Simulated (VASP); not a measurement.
A run of VASP 6.6.1 is set up as follows.

File INCAR:

```
PREC     = Accurate       # precision mode
ENCUT    = 520            # plane-wave cutoff, eV
EDIFF    = 1E-7           # SCF threshold, eV
ISMEAR   = -1             # smearing method
SIGMA    = 0.08           # smearing width, eV
LREAL    = False          # projectors in reciprocal space
LASPH    = True           # aspherical terms in the spheres
NELM     = 60             # most SCF steps
ALGO     = Normal         # electronic algorithm
ISIF     = 2              # what is computed and relaxed
LWAVE    = False          # write WAVECAR
LCHARG   = True           # write CHGCAR
GGA      = CA             # functional
LELF     = True           # ELF
LVHAR    = True         
NBANDS   = 21             # bands
```

Contents of KPOINTS:

```
regular mesh
0
Gamma
  16 16 10
```

File POSCAR:

```
Pb
1.0
    3.3979823902      0.0000000000      0.0000000000
   -1.6989911951      2.9427390716      0.0000000000
    0.0000000000      0.0000000000      5.6775432763
Pb
2
Direct
    0.3333333333      0.6666666667      0.2500000000
    0.6666666667      0.3333333333      0.7500000000
```

Potentials or basis: VASP PAW LDA potentials, release 64 (Pb_d).

The run is started by

```sh
$ cat potpaw_LDA.64/Pb_d/POTCAR > POTCAR
$ mpirun -np 1 vasp_std > vasp.out
```

**Question.** Estimate the band gap on the k mesh.

**Answer.** Zero (bands 14 and 15 overlap by 8.01 eV).

**Question.** Predict the pressure.

**Answer.** 1.1 GPa.

Caveat: spin-orbit coupling is left out, which moves the levels of the heavy elements.
